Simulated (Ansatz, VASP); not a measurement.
# One calculation of AlIn3Sb2N2, two programs

```xyz
8
Lattice="3.2910 0.0000 0.0000 -1.6455 2.8501 0.0000 0.0000 0.0000 17.7685" Properties=species:S:1:pos:R:3 pbc="T T T"
Al    0.0000    0.0000   10.2280
In    1.6455    0.9500    6.8123
In    1.6455    0.9500    1.2525
In    0.0000    0.0000   16.2248
Sb    0.0000    0.0000    3.9625
Sb    1.6455    0.9500   13.7197
N     0.0000    1.9001   10.2129
N     0.0000    1.9001   17.5454
```

Change from the starting cell: species swapped into the TiAl2Cr3C2 type (P3m1, No. 156).

Alike in both runs: functional PBE; k mesh 12 × 12 × 2; occupations gaussian, width 0.1 eV; no spin polarisation.

Ansatz relaxed the structure, and its values are those at the end. VASP's run is a single point on that final structure, the one shown.

|  | VASP | Ansatz |
| --- | --- | --- |
| version | VASP 6.6.1 | Ansatz 0.2.0 |
| potentials or method | VASP PAW PBE potentials, release 64 (Al, In_d, Sb, N), cutoff 520 eV | scalar-relativistic, plane waves, PAW |
| valence electrons in the cell | 62 | 82 |

|  | VASP | Ansatz | Ansatz less VASP |
| --- | --- | --- | --- |
| gap on the k mesh at the Fermi level (eV) | none | none | - |
| pressure (GPa) | 0.0 | 0.0 | +0.04 |
| rms of the force components (eV/Å) | 0.005 | 0.002 | -0.0030 |

A gap of «none» marks a metal or a gap that the smearing closes. VASP's potentials hold 62 valence electrons a cell and Ansatz's 82, so a difference there can come from the potentials and not from the codes.

Neither program's run includes spin-orbit coupling.
